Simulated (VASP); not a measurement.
# Ti (Fm-3m) in VASP: notebook

Runs on Ti. Level: PBEsol. Tasks: single point.

Everything below comes from runs of VASP 6.6.1. Logs are shortened: lines on timing, memory, paths and dates and some standing lists are left out, and cuts for length are marked.

### 1 The cell of the first run

The structure is cubic, space group Fm-3m (No. 225). Conventional cell: a = 4.056 Å, b = 4.056 Å, c = 4.056 Å, α = 90.00°, β = 90.00°, γ = 90.00°. Ti (site symmetry m-3m) has 12 Ti at 2.87 Å within 3.8 Å.

### 2 Single point, PBEsol

File INCAR:

```
ALGO = Normal ; EDIFF = 1E-6
ENCUT = 520 ; GGA = PS
ISIF = 2 ; ISMEAR = 0
LASPH = T ; LCHARG = F
LREAL = F ; LWAVE = F
NBANDS = 19 ; NELM = 80
PREC = Accurate ; SIGMA = 0.15
```

File KPOINTS:

```
k-points
0
Gamma
  12 12 8
```

File POSCAR:

```
Ti
1.0
    0.0000000000     -2.0279211515     -2.0279211515
    0.0000000000      2.0279211515     -2.0279211515
    4.0558423029      0.0000000000      0.0000000000
Ti
2
Direct
    0.5000000000      0.5000000000      0.5000000000
    0.0000000000      0.0000000000      0.0000000000
```

Potentials or basis: VASP PAW PBE potentials, release 64 (Ti_sv).

On the command line:

```console
cat potpaw_PBE.64/Ti_sv/POTCAR > POTCAR
mpirun -np 1 vasp_std > vasp.out
```

OUTCAR:

```text
EDIFF = 1E-6
   ENCUT = 520
   GGA = PS
   ISIF = 2
   ISMEAR = 0
   LASPH = T
   LREAL = F
   NELM = 80
   PREC = Accurate

 ion  position               nearest neighbor table
   1  0.500  0.500  0.500-   2 2.87   2 2.87   2 2.87   2 2.87   2 2.87   2 2.87   2 2.87   2 2.87

   2  0.000  0.000  0.000-   1 2.87   1 2.87   1 2.87   1 2.87   1 2.87   1 2.87   1 2.87   1 2.87

  LATTYP: Found a simple tetragonal cell.
 ALAT       =     2.8679135959
 C/A-ratio  =     1.4142135623

  Lattice vectors:

 A1 = (   0.0000000000,  -2.0279211515,  -2.0279211515)
 A2 = (   0.0000000000,   2.0279211515,  -2.0279211515)
 A3 = (   4.0558423029,   0.0000000000,   0.0000000000)

Analysis of symmetry for initial positions (statically):
=====================================================================
 Subroutine PRICEL returns following result:

  LATTYP: Found a face centered cubic cell.
 ALAT       =     4.0558423030

  Lattice vectors:

 A1 = (  -2.0279211515,   0.0000000000,   2.0279211515)
 A2 = (  -2.0279211515,  -2.0279211515,   0.0000000000)
 A3 = (  -0.0000000000,  -2.0279211515,   2.0279211515)

   2 primitive cells build up your supercell.

 Routine SETGRP: Setting up the symmetry group for a
 simple tetragonal supercell.

 Subroutine GETGRP returns: Found 16 space group operations
 (whereof 16 operations were pure point group operations)
 out of a pool of 16 trial point group operations.

The static configuration has the point symmetry D_4h.

Analysis of symmetry for dynamics (positions and initial velocities):
=====================================================================
 Subroutine PRICEL returns following result:

  LATTYP: Found a face centered cubic cell.
 ALAT       =     4.0558423030

  Lattice vectors:

 A1 = (  -2.0279211515,   0.0000000000,   2.0279211515)
 A2 = (  -2.0279211515,  -2.0279211515,   0.0000000000)
 A3 = (  -0.0000000000,  -2.0279211515,   2.0279211515)

   2 primitive cells build up your supercell.

 Routine SETGRP: Setting up the symmetry group for a
 simple tetragonal supercell.

 Subroutine GETGRP returns: Found 16 space group operations
 (whereof 16 operations were pure point group operations)
 out of a pool of 16 trial point group operations.

The dynamic configuration has the point symmetry D_4h.

 Subroutine INISYM returns: Found 16 space group operations
 (whereof 16 operations are pure point group operations),
 and found     2 'primitive' translations

----------------------------------------------------------------------------------------

                                     Primitive cell

  volume of cell :      16.6795

  direct lattice vectors                    reciprocal lattice vectors
    -2.027921151  0.000000000  2.027921152    -0.246557910  0.246557910  0.246557910
    -2.027921151 -2.027921152  0.000000000    -0.246557910 -0.246557910 -0.246557910
    -0.000000000 -2.027921152  2.027921152     0.246557910 -0.246557910  0.246557910

  length of vectors
     2.867913596  2.867913596  2.867913596     0.427050826  0.427050826  0.427050826

  position of ions in fractional coordinates (direct lattice)
     0.000000000  0.000000000  1.000000000

  ion indices of the primitive-cell ions
   primitive index   ion index
                 1           1

----------------------------------------------------------------------------------------

 KPOINTS: k-points

Automatic generation of k-mesh.
 Grid dimensions read from file:
 generate k-points for:   12   12    8

 Generating k-lattice:

  Cartesian coordinates                     Fractional coordinates (reciprocal lattice)
     0.000000000 -0.020546492 -0.020546492     0.083333333  0.000000000  0.000000000
     0.000000000  0.020546492 -0.020546492     0.000000000  0.083333333  0.000000000
     0.030819739  0.000000000  0.000000000     0.000000000  0.000000000  0.125000000

  Length of vectors
     0.029057128  0.029057128  0.030819739

  Shift w.r.t. Gamma in fractional coordinates (k-lattice)
     0.000000000  0.000000000  0.000000000

 Subroutine IBZKPT returns following result:
 ===========================================

 Found    140 irreducible k-points:

 Following reciprocal coordinates:
            Coordinates               Weight
  0.000000  0.000000  0.000000      1.000000
  0.083333  0.000000  0.000000      4.000000
  0.166667  0.000000  0.000000      4.000000
  0.250000  0.000000  0.000000      4.000000
  0.333333  0.000000  0.000000      4.000000
  0.416667  0.000000  0.000000      4.000000
[... 16 lines left out ...]
  0.333333  0.333333  0.000000      4.000000
  0.416667  0.333333  0.000000      8.000000
 [... further k-points ...]
   k-points           NKPTS =    140   k-points in BZ     NKDIM =    140   number of bands    NBANDS=     19
   number of dos      NEDOS =    301   number of ions     NIONS =      2
   total plane-waves  NPLWV =  17280
   dimension x,y,z NGX =    24 NGY =   24 NGZ =   30
   dimension x,y,z NGXF=    48 NGYF=   48 NGZF=   60
   ions per type =               2
   NGX,Y,Z   is equivalent  to a cutoff of  13.91, 13.91, 12.30 a.u.
   NGXF,Y,Z  is equivalent  to a cutoff of  27.82, 27.82, 24.59 a.u.
 SYSTEM =  unknown system
   PREC   = accura    normal or accurate (medium, high low for compatibility)
   ISTART =      0    job   : 0-new  1-cont  2-samecut
   ICHARG =      2    charge: 1-file 2-atom 10-const
   ISPIN  =      1    spin polarized calculation?
   LNONCOLLINEAR =      F non collinear calculations
   LSORBIT =      F    spin-orbit coupling
   LASPH  =      T    aspherical Exc in radial PAW
   ENCUT  =  520.0 eV  38.22 Ry    6.18 a.u.   5.33  5.33  7.54*2*pi/ulx,y,z
   NELM   =     80;   NELMIN=  2; NELMDL= -5     # of ELM steps
   EDIFF  = 0.1E-05   stopping-criterion for ELM
   LREAL  =      F    real-space projection
   EDIFFG = 0.1E-04   stopping-criterion for IOM
   NSW    =      0    number of steps for IOM
   IBRION =     -1    ionic relax: 0-MD 1-quasi-New 2-CG
   NFREE  =      0    steps in history (QN), initial steepest desc. (CG)
   ISIF   =      2    stress and relaxation
   ISYM   =      2    0-nonsym 1-usesym 2-fastsym
   POTIM  = 0.5000    time-step for ionic-motion
   TEBEG  =    0.0;   TEEND  =   0.0 temperature during run
   PSTRESS=    0.0 pullay stress
   NELECT =      24.0000    total number of electrons
   NUPDOWN=      -1.0000    fix difference up-down
   EMIN   =  10.00;   EMAX   =-10.00  energy-range for DOS
   EFERMI =   0.00;   METHOD = LEGACY
   ISMEAR =     0;   SIGMA  =   0.15  broadening in eV -4-tet -1-fermi 0-gaus
   EFERMI_NEDOS =   21; number of points for ismear=-14 and -15
   IALGO  =     38    algorithm
   IMIX   =      4    mixing-type and parameters
     AMIX     =   0.40;   BMIX     =  1.00
     AMIX_MAG =   1.60;   BMIX_MAG =  1.00
  volume/ion in A,a.u.               =      16.68       112.56
  Fermi-wavevector in a.u.,A,eV,Ry     =   1.466924  2.772084 29.277901  2.151865
  Thomas-Fermi vector in A             =   2.582603
   LORBIT       =      0    0 simple, 1 ext, 2 COOP (PROOUT), +10 PAW based schemes
   GGA     = PS    functional components
   LHFCALC =     F    Hartree Fock is set to
   AEXX    =    0.0000 exact exchange contribution
   IVDW    =     0    specifies the selected vdW correction
   LEPSILON=     F    determine dielectric tensor
   LRPA    =     F    only Hartree local field effects (RPA)
 non-spin polarized calculation
 Gauss-broadening in eV      SIGMA  =   0.15
  energy-cutoff  :      520.00
  volume of cell :       33.36
 maximum number of plane-waves:       928
 NGX is ok and might be reduce to    24
   NGX = 11   NGY = 11   NGZ = 15

 number of electron      24.0000011 magnetization

 Free energy of the ion-electron system (eV)
  ---------------------------------------------------
  ext. energy  EPLUGINS =         0.00000000
  ---------------------------------------------------
  free energy    TOTEN  =       -16.58508106 eV

  energy without entropy =      -16.54617788  energy(sigma->0) =      -16.56562947

 E-fermi :   8.5328     XC(G=0): -11.8305

 val. band max:        8.5276204676   @ k =   0.3333   0.2500   0.3750
 cond. band min:       8.5346548290   @ k =   0.4167   0.0833   0.1250
 fundamental gap:      0.0070343614
 Fermi energy:         8.5327600067

 k-point     1 :       0.0000    0.0000    0.0000
  band No.  band energies     occupation
      1     -47.8797      2.00000
      2     -47.6852      2.00000
      3     -24.5040      2.00000
      4     -24.0527      2.00000
      5     -24.0527      2.00000
      6     -23.7844      2.00000
[... 11 lines left out ...]
     18      12.2812      0.00000
     19      12.6004      0.00000

 k-point     2 :       0.0833    0.0000    0.0000
  band No.  band energies     occupation
      1     -47.8732      2.00000
      2     -47.6852      2.00000
      3     -24.4891      2.00000
      4     -24.0766      2.00000
      5     -24.0457      2.00000
      6     -23.8162      2.00000
[... 11 lines left out ...]
     18      12.1204      0.00000
     19      12.5494      0.00000

 k-point     3 :       0.1667    0.0000    0.0000
  band No.  band energies     occupation
      1     -47.8547      2.00000
      2     -47.6858      2.00000
      3     -24.4460      2.00000
      4     -24.1405      2.00000
      5     -24.0258      2.00000
      6     -23.9084      2.00000
[... 11 lines left out ...]
     18      11.7179      0.00000
     19      12.3984      0.00000

 k-point     4 :       0.2500    0.0000    0.0000
  band No.  band energies     occupation
      1     -47.8271      2.00000
      2     -47.6889      2.00000
      3     -24.3789      2.00000
      4     -24.2238      2.00000
      5     -24.0358      2.00000
      6     -23.9954      2.00000
[... 407 lines left out ...]
     18      11.8881      0.00000
     19      13.3961      0.00000

 k-point    23 :       0.3333    0.3333    0.0000
  band No.  band energies     occupation
      1     -47.7341      2.00000
      2     -47.6848      2.00000
      3     -24.3923      2.00000
      4     -24.3349      2.00000
      5     -24.1692      2.00000
      6     -24.0617      2.00000
[... 11 lines left out ...]
     18      11.9775      0.00000
     19      12.6025      0.00000

 k-point    24 :       0.4167    0.3333    0.0000
  band No.  band energies     occupation
      1     -47.7134      2.00000
      2     -47.6878      2.00000
      3     -24.4329      2.00000
      4     -24.4037      2.00000
      5     -24.1169      2.00000
      6     -24.0514      2.00000
[... 11 lines left out ...]
     18      12.3248      0.00000
     19      12.5074      0.00000

 [... further k-points ...]
[... 5 lines left out ...]
  --------------------------------------------------------------------------------------
  -------------------------------------------------------------------------------------
  Total       -0.0173209     -0.0553177     -0.0553177      0.0000000      0.0000000     -0.0000000
  in kB       -0.8318940     -2.6568175     -2.6568175      0.0000000      0.0000000     -0.0000000
  external PRESSURE =      -2.0485097 kB  Pullay stress =       0.0000000 kB

 VOLUME and BASIS-vectors are now :
 -----------------------------------------------------------------------------
  energy-cutoff  :      520.00
  volume of cell :       33.36
      direct lattice vectors                 reciprocal lattice vectors
     0.000000000 -2.027921152 -2.027921152     0.000000000 -0.246557910 -0.246557910
     0.000000000  2.027921152 -2.027921152     0.000000000  0.246557910 -0.246557910
     4.055842303  0.000000000  0.000000000     0.246557910  0.000000000  0.000000000

 POSITION                                       TOTAL-FORCE (eV/Angst)
 -----------------------------------------------------------------------------------
      2.02792      0.00000     -2.02792         0.000000     -0.000000     -0.000000
      0.00000      0.00000      0.00000        -0.000000      0.000000      0.000000
 -----------------------------------------------------------------------------------
    total drift:                               -0.000000      0.000000     -0.000000

  FREE ENERGIE OF THE ION-ELECTRON SYSTEM (eV)
  ---------------------------------------------------
  free  energy   TOTEN  =       -16.5850810615 eV

  energy  without entropy=      -16.5461778843  energy(sigma->0) =      -16.56562947
```

Run time: 50 s. Hardware: 1 thread of Intel Xeon 6975P-C, shared host; peak memory 0.2 GiB.

Results:

- Free energy: -16.5851 eV
- Pressure: -0.2 GPa
- Band gap on the k mesh: zero (band 12 reaches 9.43 eV, above the bottom of band 13 at 8.14 eV)

Caveat: the PAW data sets were made with another functional, which shifts forces and pressure a little.

### 3 Single point, PBEsol (volume scaled by 0.94)

File INCAR:

```
SYSTEM = Ti
ALGO     = Normal         ! electronic algorithm
EDIFF    = 1E-6           ! SCF threshold, eV
ENCUT    = 520            ! plane-wave cutoff, eV
GGA      = PS             ! functional
ISIF     = 2              ! what is computed and relaxed
ISMEAR   = 0              ! smearing method
LASPH    = .True.         ! aspherical terms in the spheres
LCHARG   = .False.        ! write CHGCAR
LREAL    = .False.        ! projectors in reciprocal space
LWAVE    = .False.        ! write WAVECAR
NBANDS   = 12             ! bands
NELM     = 100            ! most SCF steps
PREC     = Accurate       ! precision mode
SIGMA    = 0.1            ! smearing width, eV
```

File KPOINTS:

```
k-points
0
Gamma
  18 18 18
  0 0 0
```

File POSCAR:

```
Ti
1.0
    0.0000000000      1.9865233894      1.9865233894
    1.9865233894      0.0000000000      1.9865233894
    1.9865233894      1.9865233894      0.0000000000
Ti
1
Direct
    0.0000000000      0.0000000000      0.0000000000
```

Potentials or basis: VASP PAW PBE potentials, release 64 (Ti_sv).

On the command line:

```console
cat potpaw_PBE.64/Ti_sv/POTCAR > POTCAR
mpirun -np 1 vasp_std > vasp.out
```

OUTCAR:

```text
SYSTEM = Ti
   EDIFF = 1E-6
   ENCUT = 520
   GGA = PS
   ISIF = 2
   ISMEAR = 0
   LASPH = .True.
   LREAL = .False.
   NELM = 100
   PREC = Accurate

 ion  position               nearest neighbor table
   1  0.000  0.000  0.000-

  LATTYP: Found a face centered cubic cell.
 ALAT       =     3.9730467788

  Lattice vectors:

 A1 = (   0.0000000000,   1.9865233894,   1.9865233894)
 A2 = (   1.9865233894,   0.0000000000,   1.9865233894)
 A3 = (   1.9865233894,   1.9865233894,   0.0000000000)

Analysis of symmetry for initial positions (statically):
=====================================================================
 Subroutine PRICEL returns:
 Original cell was already a primitive cell.

 Routine SETGRP: Setting up the symmetry group for a
 face centered cubic supercell.

 Subroutine GETGRP returns: Found 48 space group operations
 (whereof 48 operations were pure point group operations)
 out of a pool of 48 trial point group operations.

The static configuration has the point symmetry O_h .

Analysis of symmetry for dynamics (positions and initial velocities):
[... 160 lines left out ...]
 val. band max:        9.1978627003   @ k =  -0.3333   0.2778   0.0000
 cond. band min:       9.2260055011   @ k =   0.2778   0.0000   0.0000
 fundamental gap:      0.0281428008
 Fermi energy:         9.2258887935

 k-point     1 :       0.0000    0.0000    0.0000
  band No.  band energies     occupation
      1     -47.0910      2.00000
      2     -22.9030      2.00000
      3     -22.9030      2.00000
      4     -22.9030      2.00000
      5       2.8953      2.00000
      6      10.1559      0.00000
      7      10.1559      0.00000
      8      10.1559      0.00000
      9      12.0251      0.00000
     10      12.0251      0.00000
     11      25.0570      0.00000
     12      30.0021      0.00000
[... 331 lines left out ...]
 k-point    24 :      -0.2222    0.0556    0.0000
  band No.  band energies     occupation
      1     -46.9994      2.00000
      2     -23.3605      2.00000
      3     -22.9898      2.00000
      4     -22.9491      2.00000
      5       4.7937      2.00000
      6       9.2532      0.69933
      7      10.4135      0.00000
      8      10.5256      0.00000
      9      11.7933      0.00000
     10      12.3567      0.00000
     11      23.5909      0.00000
     12      25.9893      0.00000

 [... further k-points ...]
[... 5 lines left out ...]
  --------------------------------------------------------------------------------------
  -------------------------------------------------------------------------------------
  Total        0.7283060      0.7283060      0.7283060      0.0000000      0.0000000     -0.0000000
  in kB       74.4240678     74.4240678     74.4240678      0.0000000      0.0000000     -0.0000000
  external PRESSURE =      74.4240678 kB  Pullay stress =       0.0000000 kB

 VOLUME and BASIS-vectors are now :
 -----------------------------------------------------------------------------
  energy-cutoff  :      520.00
  volume of cell :       15.68
      direct lattice vectors                 reciprocal lattice vectors
     0.000000000  1.986523389  1.986523389    -0.251696005  0.251696005  0.251696005
     1.986523389  0.000000000  1.986523389     0.251696005 -0.251696005  0.251696005
     1.986523389  1.986523389  0.000000000     0.251696005  0.251696005 -0.251696005

 POSITION                                       TOTAL-FORCE (eV/Angst)
 -----------------------------------------------------------------------------------
      0.00000      0.00000      0.00000         0.000000      0.000000     -0.000000
 -----------------------------------------------------------------------------------
    total drift:                               -0.000000     -0.000000     -0.000000

  FREE ENERGIE OF THE ION-ELECTRON SYSTEM (eV)
  ---------------------------------------------------
  free  energy   TOTEN  =        -8.2658037624 eV

  energy  without entropy=       -8.2580358837  energy(sigma->0) =       -8.26191982
```

OSZICAR:

```text
N       E                     dE             d eps       ncg     rms          rms(c)
DAV:   1     0.859170940014E+02    0.85917E+02   -0.65414E+03  4692   0.123E+03
DAV:   2    -0.497933804208E+01   -0.90896E+02   -0.88341E+02  4740   0.298E+02
DAV:   3    -0.914338781414E+01   -0.41640E+01   -0.41105E+01  6396   0.642E+01
DAV:   4    -0.923987165574E+01   -0.96484E-01   -0.96378E-01  5268   0.851E+00
DAV:   5    -0.924235247332E+01   -0.24808E-02   -0.24807E-02  5624   0.116E+00    0.969E+00
DAV:   6    -0.826740683414E+01    0.97495E+00   -0.19492E+00  5112   0.213E+01    0.265E+00
DAV:   7    -0.825269877958E+01    0.14708E-01   -0.11933E-01  5732   0.414E+00    0.140E+00
DAV:   8    -0.826554186184E+01   -0.12843E-01   -0.46696E-02  4856   0.266E+00    0.190E-01
DAV:   9    -0.826572830275E+01   -0.18644E-03   -0.46238E-03  5840   0.772E-01    0.996E-02
DAV:  10    -0.826582339769E+01   -0.95095E-04   -0.32011E-04  4988   0.206E-01    0.238E-02
DAV:  11    -0.826580419150E+01    0.19206E-04   -0.29211E-05  5644   0.640E-02    0.957E-03
DAV:  12    -0.826580376243E+01    0.42906E-06   -0.99636E-07  4372   0.129E-02
   1 F= -.82658038E+01 E0= -.82619198E+01  d E =-.776788E-02
```

Wall time 75 s (1 thread of AMD EPYC 7R13, shared host); peak memory 0.13 GiB.

Results:

| Item | Value |
| --- | --- |
| Free energy | -8.2658 eV |
| Pressure | 7.4 GPa |
| Band gap on the k mesh | zero (band 6 reaches 10.16 eV, above the bottom of band 7 at 8.71 eV) |

Levels at points of the mesh, in eV from the Fermi level:
```
           k point  band 3  band 4  band 5  band 6  band 7  band 8  band 9  band 10
(0.00, 0.00, 0.00)  -32.13  -32.13   -6.33    0.93    0.93    0.93    2.80     2.80
(0.50, 0.00, 0.00)  -32.25  -32.25   -2.84    0.78    0.78    0.93    4.05     4.05
(0.50, 0.50, 0.00)  -32.46  -32.46   -2.97   -2.02    3.35    4.04    4.39     4.39
```

Caveat: the PAW data sets were made with another functional, which shifts forces and pressure a little.
